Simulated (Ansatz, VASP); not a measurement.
**One calculation of AlAs, two programs**

Contents of INCAR:

```
SYSTEM = AlAs
ALGO = Normal
EDIFF = 1E-6
ENCUT = 500
GGA = PS
GGA_COMPAT = .False.
ISIF = 2
ISMEAR = 0
LASPH = .True.
LCHARG = .False.
LREAL = .False.
LWAVE = .False.
NBANDS = 16
NELM = 120
PREC = Accurate
SIGMA = 0.1
```

Contents of KPOINTS:

```
k-points
0
Gamma
  4 4 4
  0 0 0
```

POSCAR

```
AlAs
1.0
    4.0132671924      0.0000000000      0.0000000000
    0.0000000000      5.6756168930      0.0000000000
    0.0000000000      0.0000000000      4.0120092329
Al As
2 2
Direct
    0.0000000000      0.0000000000      0.0000000000
    0.5000000000      0.5000000000      0.5000000000
    0.0000000000      0.2500000000      0.5000000000
    0.5000000000      0.7500000000      0.0000000000
```

Input for Ansatz:

```yaml
crystal:
  lattice:
    - [4.0132671924, 0.0, 0.0]
    - [0.0, 5.675616893, 0.0]
    - [0.0, 0.0, 4.0120092329]
  atoms:
    - { symbol: Al, position: [0.0, 0.0, 0.0] }
    - { symbol: Al, position: [0.5, 0.5, 0.5] }
    - { symbol: As, position: [0.0, 0.25, 0.5] }
    - { symbol: As, position: [0.5, 0.75, 0.0] }
basis:
  ecutwfc: 420
kpoints:
  mp_grid: { grid: [4, 4, 4] }
hamiltonian:
  xc: pbesol
scf:
  occupations: { method: gaussian, width: 0.1 }
output:
  forces: true
  stress: true
  eigenvalues: true
```

Alike in both runs: task single point; functional PBEsol; k mesh 4 × 4 × 4; occupations gaussian, width 0.1 eV; no spin polarisation.

|  | VASP | Ansatz |
| --- | --- | --- |
| version | VASP 6.6.1 | Ansatz 0.2.0 |
| potentials or method | VASP PAW PBE potentials, release 64 (Al, As), cutoff 500 eV | scalar-relativistic, plane waves, PAW |
| valence electrons in the cell | 16 | 36 |

```tsv
	VASP	Ansatz	Ansatz less VASP
gap on the k mesh at the Fermi level (eV)	1.32	1.33	+0.012
least direct gap on the mesh (eV)	1.32	1.33	+0.012
pressure (GPa)	0.4	0.1	-0.27
traceless stress, the component that is largest in VASP (GPa)	-0.59	-0.59	+0.003
```

VASP's potentials were made for PBE, not for PBEsol. VASP's potentials hold 16 valence electrons a cell and Ansatz's 36, so a difference there can come from the potentials and not from the codes.
